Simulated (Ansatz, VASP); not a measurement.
This is a calculation of Cu for VASP 6.6.1.

Contents of INCAR:

```
SYSTEM = Cu
  ALGO = Normal
  EDIFF = 1E-6
  ENCUT = 600
  GGA = PE
  GGA_COMPAT = .False.
  ISIF = 2
  ISMEAR = -1
  IVDW = 12
  LASPH = .True.
  LCHARG = .True.
  LELF = .True.
  LREAL = .False.
  LVHAR = .True.
  LWAVE = .False.
  NBANDS = 12
  NELM = 120
  PREC = Accurate
  SIGMA = 0.05
```

The input KPOINTS:

```
k-points
0
Gamma
  13 13 13
  0 0 0
```

Contents of POSCAR:

```
Cu
1.0
    0.0000000000      1.7706018915      1.7706018915
    1.7706018915      0.0000000000      1.7706018915
    1.7706018915      1.7706018915      0.0000000000
Cu
1
Direct
    0.0000000000      0.0000000000      0.0000000000
```

Potentials or basis: VASP PAW PBE potentials, release 64 (Cu).

Run with:

```sh
$ cat potpaw_PBE.64/Cu/POTCAR > POTCAR
$ mpirun -np 1 vasp_std > vasp.out
```

**Question.** Translate it to Ansatz 0.2.0. Potentials there: Ansatz PAW.

**Answer.** As run (the cutoff follows the program's own potentials):

File input.yaml:

```yaml
crystal:
  lattice:
    - [0.0, 1.7706018915, 1.7706018915]
    - [1.7706018915, 0.0, 1.7706018915]
    - [1.7706018915, 1.7706018915, 0.0]
  atoms:
    - { symbol: Cu, position: [0.0, 0.0, 0.0] }
hamiltonian:
  xc: pbe
  pseudopotentials: { kind: paw }
  dispersion: d3bj
kpoints:
  mp_grid: { grid: [13, 13, 13] }
scf:
  occupations: { method: fermi_dirac, width: 0.05 }
output:
  forces: true
  stress: true
  eigenvalues: true
```

Potentials or basis: Ansatz PAW.

Launch:

```bash
$ ansatz run input.yaml --threads 2 --pin off --max-ram 5120MiB --backend cpu --events-out ev --progress --plain --runs-dir out
```

Both were run:

|  | VASP | Ansatz | Ansatz less VASP |
| --- | --- | --- | --- |
| gap on the k mesh at the Fermi level (eV) | none | none | - |
| pressure (GPa) | 3.8 | 3.2 | -0.62 |

A gap of «none» marks a metal or a gap that the smearing closes. VASP's potentials hold 11 valence electrons a cell and Ansatz's 19, so a difference there can come from the potentials and not from the codes.
